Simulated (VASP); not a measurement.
Runs of VASP 6.6.1 on AlGa3N4. The structure is that of space group R3m (No. 160), or close to it. The cells are those of the table. 

| cell | gap on the mesh (eV) | pressure (GPa) | largest force (eV/Å) |
| --- | --- | --- | --- |
| a = 4.429 Å, angles 87.3°, 8 atoms | 2.32 | 2.7 | 0.68 |
| a = 4.476 Å, angles 86.0°, 8 atoms | (c) | -1.5 | 0.69 |
| a = 4.473 Å, angles 92.6°, 8 atoms | 2.11 | (b) | 0.94 |
| a = 4.476 Å, angles 93.9°, 8 atoms | 1.96 | (a) | 1.67 |

Alike in all rows: task single point; level LDA; potentials or basis VASP PAW LDA potentials, release 64 (Al, Ga_d, N); no spin polarisation; k mesh 6 × 6 × 6; cutoff (eV) 520; smearing gaussian 0.05 eV.

Problem. Estimate the missing entries.

Solution. (a) -0.8; (b) -3.1; (c) 1.90.

Caveats: the cell stands under tension (at least some runs); forces of over 1 eV/Å act on the atoms, so gaps and moduli don't describe the material at rest (at least some runs).

A k mesh can miss the band edges, and the runs leave out spin-orbit coupling on Ga.
